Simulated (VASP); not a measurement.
Runs of VASP 6.6.1 on AlN. The structure is that of space group F-43m (No. 216), or close to it. The cells are those of the table. 

```tsv
task	level	cell	k mesh	smearing	grid for exact exchange (PRECFOCK)	share of exact exchange	screening parameter	gap on the mesh (eV)	pressure (GPa)
single point	r2SCAN	a = 3.121, b = 3.121, c = 3.090 Å, angles 60.3, 60.3, 59.3°, 2 atoms	10 × 10 × 10	gaussian 0.01 eV	-	-	-	3.86	-4.4
single point	PBE	a = 3.152, b = 3.152, c = 3.090 Å, angles 60.7, 60.7, 58.7°, 2 atoms	10 × 10 × 10	fermi-dirac 0.02 eV	-	-	-	3.18	-3.4
single point	r2SCAN	a = 3.029, b = 3.029, c = 3.090 Å, angles 59.3, 59.3, 61.3°, 2 atoms	10 × 10 × 10	gaussian 0.01 eV	-	-	-	(c)	(a)
single point	HSE06	a = 3.137, b = 3.137, c = 3.090 Å, angles 60.5, 60.5, 59.0°, 2 atoms	8 × 8 × 8	gaussian 0.01 eV	Normal	0.25	0.2079 1/Å	(d)	-6.7
single point	r2SCAN	a = 3.105, b = 3.105, c = 3.090 Å, angles 60.2, 60.2, 59.7°, 2 atoms	10 × 10 × 10	gaussian 0.01 eV	-	-	-	(b)	-2.5
dielectric tensor	r2SCAN	a = 3.152, b = 3.152, c = 3.090 Å, angles 60.7, 60.7, 58.7°, 2 atoms	8 × 8 × 8	gaussian 0.01 eV	-	-	-	3.79	-
dielectric tensor	r2SCAN	a = 3.121, b = 3.121, c = 3.090 Å, angles 60.3, 60.3, 59.3°, 2 atoms	8 × 8 × 8	gaussian 0.01 eV	-	-	-	3.86	-
single point	HSE06	a = 3.105, b = 3.105, c = 3.090 Å, angles 60.2, 60.2, 59.7°, 2 atoms	8 × 8 × 8	gaussian 0.01 eV	Normal	0.25	0.2079 1/Å	4.51	-2.9
```

Alike in all rows: potentials or basis VASP PAW PBE potentials, release 64 (Al, N); no spin polarisation; cutoff (eV) 520.

Fill in the values left out.

(a) 8.8; (b) 3.90; (c) 3.74; (d) 4.44.

Caveats: the PAW data sets were made with another functional, which shifts forces and pressure a little (at least some runs); the cell stands under tension (at least some runs); the cell stands under pressure (at least some runs).

A k mesh can miss the band edges.
